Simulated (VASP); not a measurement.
# Sc4Al (P6_3/mmc) in VASP: further runs

The runs below take Sc4Al through single point, with PBE.

All numbers are computed with VASP 6.6.1; they aren't measurements. Logs are shortened: lines on timing, memory, paths and dates and some standing lists are left out, and cuts for length are marked.

### 1 The cell of the first run

The structure is hexagonal, space group P6_3/mmc (No. 194). Conventional cell: a = 3.259 Å, b = 3.259 Å, c = 25.216 Å, α = 90.00°, β = 90.00°, γ = 120.00°. Sc (site symmetry 3m) has 3 Al at 3.02 Å and 9 Sc at 3.25 to 3.26 Å within 4.0 Å. Within 4.2 Å of Sc (site symmetry 3m) lie 12 Sc at 3.20 to 3.26 Å. Al (site symmetry -6m2) has 6 Sc at 3.02 Å and 6 Al at 3.26 Å within 4.0 Å.

### 2 Single point, PBE

INCAR

```
PREC = Accurate
ENCUT = 520
EDIFF = 1E-6
ISMEAR = 0
SIGMA = 0.1
LREAL = F
LASPH = T
NELM = 80
ALGO = Fast
ISIF = 2
LWAVE = F
LCHARG = F
GGA = PE
NBANDS = 58
```

KPOINTS

```
Automatic mesh
0
Gamma
  6 6 1
```

POSCAR

```
Sc4Al
1.0
    3.2591066789      0.0000000032      0.0000000000
   -1.6295533422      2.8224691760      0.0000000000
    0.0000000000      0.0000000000     25.2161193964
Sc Al
8 2
Direct
    0.3333333333      0.6666666667      0.6562308512
    0.3333333333      0.6666666667      0.8437691488
    0.3333333333      0.6666666667      0.0512931313
    0.3333333333      0.6666666667      0.4487068687
    0.6666666667      0.3333333333      0.9487068687
    0.6666666667      0.3333333333      0.1562308512
    0.6666666667      0.3333333333      0.3437691488
    0.6666666667      0.3333333333      0.5512931313
    0.3333333333      0.6666666667      0.2500000000
    0.6666666667      0.3333333333      0.7500000000
```

Potentials or basis: VASP PAW PBE potentials, release 64 (Sc_sv, Al).

Command:

```bash
> cat potpaw_PBE.64/Sc_sv/POTCAR potpaw_PBE.64/Al/POTCAR > POTCAR
> mpirun -np 1 vasp_std > vasp.out
```

OUTCAR:

```text
PREC = Accurate
   ENCUT = 520
   EDIFF = 1E-6
   ISMEAR = 0
   LREAL = F
   LASPH = T
   NELM = 80
   ISIF = 2
   GGA = PE

 ion  position               nearest neighbor table
   1  0.333  0.667  0.656-  10 3.02  10 3.02  10 3.02   8 3.25   8 3.25   8 3.25
   2  0.333  0.667  0.844-  10 3.02  10 3.02  10 3.02   5 3.25   5 3.25   5 3.25
   3  0.333  0.667  0.051-   5 3.20   5 3.20   5 3.20   6 3.25   6 3.25   6 3.25
   4  0.333  0.667  0.449-   8 3.20   8 3.20   8 3.20   7 3.25   7 3.25   7 3.25
   5  0.667  0.333  0.949-   3 3.20   3 3.20   3 3.20   2 3.25   2 3.25   2 3.25
   6  0.667  0.333  0.156-   9 3.02   9 3.02   9 3.02   3 3.25   3 3.25   3 3.25
   7  0.667  0.333  0.344-   9 3.02   9 3.02   9 3.02   4 3.25   4 3.25   4 3.25
   8  0.667  0.333  0.551-   4 3.20   4 3.20   4 3.20   1 3.25   1 3.25   1 3.25
   9  0.333  0.667  0.250-   6 3.02   7 3.02   6 3.02   7 3.02   6 3.02   7 3.02
  10  0.667  0.333  0.750-   1 3.02   2 3.02   1 3.02   2 3.02   1 3.02   2 3.02

  LATTYP: Found a hexagonal cell.
 ALAT       =     3.2591066789
 C/A-ratio  =     7.7371261149

  Lattice vectors:

 A1 = (   3.2591066789,   0.0000000032,   0.0000000000)
 A2 = (  -1.6295533422,   2.8224691760,   0.0000000000)
 A3 = (   0.0000000000,   0.0000000000,  25.2161193964)

Analysis of symmetry for initial positions (statically):
=====================================================================
 Subroutine PRICEL returns:
 Original cell was already a primitive cell.

 Routine SETGRP: Setting up the symmetry group for a
 hexagonal supercell.

 Subroutine GETGRP returns: Found 24 space group operations
 (whereof 12 operations were pure point group operations)
 out of a pool of 24 trial point group operations.

The static configuration has the point symmetry D_3d.
 The point group associated with its full space group is D_6h.

Analysis of symmetry for dynamics (positions and initial velocities):
=====================================================================
 Subroutine PRICEL returns:
 Original cell was already a primitive cell.

 Routine SETGRP: Setting up the symmetry group for a
 hexagonal supercell.

 Subroutine GETGRP returns: Found 24 space group operations
 (whereof 12 operations were pure point group operations)
 out of a pool of 24 trial point group operations.

The dynamic configuration has the point symmetry D_3d.
 The point group associated with its full space group is D_6h.

 Subroutine INISYM returns: Found 24 space group operations
 (whereof 12 operations are pure point group operations),
 and found     1 'primitive' translations

----------------------------------------------------------------------------------------

                                     Primitive cell

  volume of cell :     231.9562

  direct lattice vectors                    reciprocal lattice vectors
     3.259106679  0.000000003  0.000000000     0.306832546  0.177149853  0.000000000
    -1.629553342  2.822469176  0.000000000    -0.000000000  0.354299706  0.000000000
     0.000000000  0.000000000 25.216119396     0.000000000  0.000000000  0.039657173

  length of vectors
     3.259106679  3.259106679 25.216119396     0.354299706  0.354299706  0.039657173

  position of ions in fractional coordinates (direct lattice)
     0.333333333  0.666666667  0.656230851
     0.333333333  0.666666667  0.843769149
     0.333333333  0.666666667  0.051293131
     0.333333333  0.666666667  0.448706869
     0.666666667  0.333333333  0.948706869
     0.666666667  0.333333333  0.156230851
     0.666666667  0.333333333  0.343769149
     0.666666667  0.333333333  0.551293131
     0.333333333  0.666666667  0.250000000
     0.666666667  0.333333333  0.750000000

  ion indices of the primitive-cell ions
   primitive index   ion index
                 1           1
                 2           2
                 3           3
                 4           4
                 5           5
                 6           6
                 7           7
                 8           8
                 9           9
                10          10

----------------------------------------------------------------------------------------

 KPOINTS: Automatic mesh

Automatic generation of k-mesh.
 Grid dimensions read from file:
 generate k-points for:    6    6    1

 Generating k-lattice:

  Cartesian coordinates                     Fractional coordinates (reciprocal lattice)
     0.051138758  0.029524976  0.000000000     0.166666667 -0.000000000  0.000000000
    -0.000000000  0.059049951  0.000000000     0.000000000  0.166666667  0.000000000
     0.000000000  0.000000000  0.039657173     0.000000000  0.000000000  1.000000000

  Length of vectors
     0.059049951  0.059049951  0.039657173

  Shift w.r.t. Gamma in fractional coordinates (k-lattice)
     0.000000000  0.000000000  0.000000000

 Subroutine IBZKPT returns following result:
 ===========================================

 Found      7 irreducible k-points:

 Following reciprocal coordinates:
            Coordinates               Weight
  0.000000  0.000000  0.000000      1.000000
  0.166667  0.000000  0.000000      6.000000
  0.333333  0.000000  0.000000      6.000000
  0.500000  0.000000  0.000000      3.000000
  0.166667  0.166667  0.000000      6.000000
  0.333333  0.166667  0.000000     12.000000
  0.333333  0.333333  0.000000      2.000000
   k-points           NKPTS =      7   k-points in BZ     NKDIM =      7   number of bands    NBANDS=     58
   number of dos      NEDOS =    301   number of ions     NIONS =     10
   total plane-waves  NPLWV = 110592
   dimension x,y,z NGX =    24 NGY =   24 NGZ =  192
   dimension x,y,z NGXF=    48 NGYF=   48 NGZF=  384
   ions per type =               8   2
   NGX,Y,Z   is equivalent  to a cutoff of  12.24, 12.24, 12.66 a.u.
   NGXF,Y,Z  is equivalent  to a cutoff of  24.48, 24.48, 25.32 a.u.
 SYSTEM =  unknown system
   PREC   = accura    normal or accurate (medium, high low for compatibility)
   ISTART =      0    job   : 0-new  1-cont  2-samecut
   ICHARG =      2    charge: 1-file 2-atom 10-const
   ISPIN  =      1    spin polarized calculation?
   LNONCOLLINEAR =      F non collinear calculations
   LSORBIT =      F    spin-orbit coupling
   LASPH  =      T    aspherical Exc in radial PAW
   ENCUT  =  520.0 eV  38.22 Ry    6.18 a.u.   6.06  6.06 46.89*2*pi/ulx,y,z
   NELM   =     80;   NELMIN=  2; NELMDL= -5     # of ELM steps
   EDIFF  = 0.1E-05   stopping-criterion for ELM
   LREAL  =      F    real-space projection
   EDIFFG = 0.1E-04   stopping-criterion for IOM
   NSW    =      0    number of steps for IOM
   IBRION =     -1    ionic relax: 0-MD 1-quasi-New 2-CG
   NFREE  =      0    steps in history (QN), initial steepest desc. (CG)
   ISIF   =      2    stress and relaxation
   ISYM   =      2    0-nonsym 1-usesym 2-fastsym
   POTIM  = 0.5000    time-step for ionic-motion
   TEBEG  =    0.0;   TEEND  =   0.0 temperature during run
   PSTRESS=    0.0 pullay stress
   NELECT =      94.0000    total number of electrons
   NUPDOWN=      -1.0000    fix difference up-down
   EMIN   =  10.00;   EMAX   =-10.00  energy-range for DOS
   EFERMI =   0.00;   METHOD = LEGACY
   ISMEAR =     0;   SIGMA  =   0.10  broadening in eV -4-tet -1-fermi 0-gaus
   EFERMI_NEDOS =   21; number of points for ismear=-14 and -15
   IALGO  =     68    algorithm
   IMIX   =      4    mixing-type and parameters
     AMIX     =   0.40;   BMIX     =  1.00
     AMIX_MAG =   1.60;   BMIX_MAG =  1.00
  volume/ion in A,a.u.               =      23.20       156.53
  Fermi-wavevector in a.u.,A,eV,Ry     =   1.211478  2.289361 19.968976  1.467678
  Thomas-Fermi vector in A             =   2.346992
   LORBIT       =      0    0 simple, 1 ext, 2 COOP (PROOUT), +10 PAW based schemes
   GGA     = PE    functional components
   LHFCALC =     F    Hartree Fock is set to
   AEXX    =    0.0000 exact exchange contribution
   IVDW    =     0    specifies the selected vdW correction
   LEPSILON=     F    determine dielectric tensor
   LRPA    =     F    only Hartree local field effects (RPA)
 non-spin polarized calculation
 RMM-DIIS sequential band-by-band and
 Gauss-broadening in eV      SIGMA  =   0.10
  energy-cutoff  :      520.00
  volume of cell :      231.96
 maximum number of plane-waves:      6324
   NGX = 13   NGY = 13   NGZ = 93

 number of electron      94.0000002 magnetization

 Free energy of the ion-electron system (eV)
  ---------------------------------------------------
  ext. energy  EPLUGINS =         0.00000000
  ---------------------------------------------------
  free energy    TOTEN  =       -58.18891973 eV

  energy without entropy =      -58.10901232  energy(sigma->0) =      -58.14896603

 E-fermi :   4.0978     XC(G=0):  -9.9022

 val. band max:        4.0831661692   @ k =   0.1667   0.1667   0.0000
 cond. band min:       4.1120460467   @ k =   0.3333   0.0000   0.0000
 fundamental gap:      0.0288798775
 Fermi energy:         4.0977976650

 k-point     1 :       0.0000    0.0000    0.0000
  band No.  band energies     occupation
      1     -45.3252      2.00000
      2     -45.3252      2.00000
      3     -45.3248      2.00000
      4     -45.3247      2.00000
      5     -45.1938      2.00000
      6     -45.1938      2.00000
[... 50 lines left out ...]
     57       5.7675      0.00000
     58       5.8280      0.00000

 k-point     2 :       0.1667    0.0000    0.0000
  band No.  band energies     occupation
      1     -45.3148      2.00000
      2     -45.3147      2.00000
      3     -45.3145      2.00000
      4     -45.3144      2.00000
      5     -45.1819      2.00000
      6     -45.1818      2.00000
[... 50 lines left out ...]
     57       5.8813      0.00000
     58       6.1153      0.00000
[... 242 lines left out ...]
     57       5.1617      0.00000
     58       5.3873      0.00000

 k-point     7 :       0.3333    0.3333    0.0000
  band No.  band energies     occupation
      1     -45.2781      2.00000
      2     -45.2781      2.00000
      3     -45.2780      2.00000
      4     -45.2780      2.00000
      5     -45.1310      2.00000
      6     -45.1310      2.00000
[... 50 lines left out ...]
     57       4.8770      0.00000
     58       4.8855      0.00000

------------------------ aborting loop because EDIFF is reached ----------------------------------------

  FORCE on cell =-STRESS in cart. coord.  units (eV):
  Direction    XX          YY          ZZ          XY          YZ          ZX
  --------------------------------------------------------------------------------------
  -------------------------------------------------------------------------------------
  Total        0.3829629      0.3829629      0.2077120      0.0000000      0.0000000      0.0000000
  in kB        2.6452169      2.6452169      1.4347170      0.0000000      0.0000000      0.0000000
  external PRESSURE =       2.2417169 kB  Pullay stress =       0.0000000 kB

 VOLUME and BASIS-vectors are now :
 -----------------------------------------------------------------------------
  energy-cutoff  :      520.00
  volume of cell :      231.96
      direct lattice vectors                 reciprocal lattice vectors
     3.259106679  0.000000003  0.000000000     0.306832546  0.177149853  0.000000000
    -1.629553342  2.822469176  0.000000000    -0.000000000  0.354299706  0.000000000
     0.000000000  0.000000000 25.216119396     0.000000000  0.000000000  0.039657173

 POSITION                                       TOTAL-FORCE (eV/Angst)
 -----------------------------------------------------------------------------------
     -0.00000      1.88165     16.54760         0.000000     -0.000000      0.011905
     -0.00000      1.88165     21.27658         0.000000     -0.000000     -0.011905
     -0.00000      1.88165      1.29341        -0.000000      0.000000     -0.004544
     -0.00000      1.88165     11.31465        -0.000000      0.000000      0.004544
      1.62955      0.94082     23.92271         0.000000     -0.000000      0.004544
      1.62955      0.94082      3.93954        -0.000000      0.000000      0.011905
      1.62955      0.94082      8.66852         0.000000      0.000000     -0.011905
      1.62955      0.94082     13.90147         0.000000     -0.000000     -0.004544
     -0.00000      1.88165      6.30403         0.000000     -0.000000      0.000000
      1.62955      0.94082     18.91209         0.000000      0.000000      0.000000
 -----------------------------------------------------------------------------------
    total drift:                                0.000000     -0.000000      0.000000

  FREE ENERGIE OF THE ION-ELECTRON SYSTEM (eV)
  ---------------------------------------------------
  free  energy   TOTEN  =       -58.1889197319 eV

  energy  without entropy=      -58.1090123201  energy(sigma->0) =      -58.14896603
```

It took 3.6 min on 1 thread of Intel Xeon Platinum 8259CL at 2.50GHz (Skylake/Cascade Lake), shared host; peak memory 0.36 GiB.

Results:

```yaml
Free_energy: -58.1889 eV
Pressure: 0.2 GPa
Largest_force: 0.012 eV/Å
Band_gap_on_the_k_mesh: zero (band 47 reaches 5.03 eV, above the bottom of band 48 at 3.71 eV)
```

Forces on the atoms (eV/Å):
```
Sc   0.000  0.000  0.012
Sc   0.000  0.000 -0.012
Sc   0.000  0.000 -0.005
Sc   0.000  0.000  0.005
Sc   0.000  0.000  0.005
Sc   0.000  0.000  0.012
Sc   0.000  0.000 -0.012
Sc   0.000  0.000 -0.005
Al   0.000  0.000  0.000
Al   0.000  0.000  0.000
```

Stress tensor (GPa, compression positive):
```
0.26 0.00 0.00
0.00 0.26 0.00
0.00 0.00 0.14
```

Levels at points of the mesh, in eV from the Fermi level:
```csv
k point,band 44,band 45,band 46,band 47,band 48,band 49
"(0.00, 0.00, 0.00)",-0.06,0.58,0.69,0.94,1.10,1.55
"(0.50, 0.00, 0.00)",-0.48,-0.45,-0.33,-0.28,-0.27,-0.12
```

Caveat: the k points lie up to 0.37 Å⁻¹ apart.

### 3 Single point, PBE

This run uses another cell than the first one, of 17.89 Å³/atom, 0.771 times its volume.

INCAR

```
SYSTEM = Sc4Al
  PREC = Accurate
  ENCUT = 520
  EDIFF = 1E-6
  ISMEAR = 0
  SIGMA = 0.1
  LREAL = .False.
  LASPH = .True.
  NELM = 60
  ALGO = Normal
  ISIF = 2
  LWAVE = .False.
  LCHARG = .False.
  GGA = PE
  NBANDS = 58
```

KPOINTS

```
Automatic mesh
0
Gamma
  6 6 1
  0 0 0
```

POSCAR

```
Sc4Al
1.0
    2.9415988300      0.0000000000      0.0000000000
   -1.4707994200      2.5474993200      0.0000000000
    0.0000000000      0.0000000000     23.8695183700
Sc Al
8 2
Direct
    0.3333333300      0.6666666700      0.6500000000
    0.3333333300      0.6666666700      0.8500000000
    0.3333333300      0.6666666700      0.0500000000
    0.3333333300      0.6666666700      0.4500000000
    0.6666666700      0.3333333300      0.9500000000
    0.6666666700      0.3333333300      0.1500000000
    0.6666666700      0.3333333300      0.3500000000
    0.6666666700      0.3333333300      0.5500000000
    0.3333333300      0.6666666700      0.2500000000
    0.6666666700      0.3333333300      0.7500000000
```

Potentials or basis: VASP PAW PBE potentials, release 64 (Sc_sv, Al).

Command:

```bash
> cat potpaw_PBE.64/Sc_sv/POTCAR potpaw_PBE.64/Al/POTCAR > POTCAR
> mpirun -np 1 vasp_std > vasp.out
```

It took 2 min on 1 thread of Intel Xeon Platinum 8259CL at 2.50GHz (Skylake/Cascade Lake), shared host; peak memory 0.32 GiB.

The run converged. Its results:

| Property | Result |
| --- | --- |
| Free energy | -54.8873 eV |
| Pressure | 21.7 GPa |
| Largest force | 0.669 eV/Å |
| Band gap on the k mesh | zero (band 47 reaches 7.17 eV, above the bottom of band 48 at 5.53 eV) |

Forces on the atoms (eV/Å):
```
Sc   0.000  0.000  0.669
Sc   0.000  0.000 -0.669
Sc   0.000  0.000  0.040
Sc   0.000  0.000 -0.040
Sc   0.000  0.000 -0.040
Sc   0.000  0.000  0.669
Sc   0.000  0.000 -0.669
Sc   0.000  0.000  0.040
Al   0.000  0.000  0.000
Al   0.000  0.000  0.000
```

Stress tensor (GPa, compression positive):
```
22.06  0.00  0.00
 0.00 22.06  0.00
 0.00  0.00 20.99
```

Levels at points of the mesh, in eV from the Fermi level:
```csv
k point,band 43,band 44,band 45,band 46,band 47,band 48,band 49,band 50
"(0.00, 0.00, 0.00)",-0.69,-0.58,0.95,0.97,1.16,1.21,1.71,1.75
"(0.50, 0.00, 0.00)",-1.31,-0.94,-0.85,-0.60,-0.49,-0.41,-0.21,0.01
```

Caveat: the k points lie up to 0.41 Å⁻¹ apart.
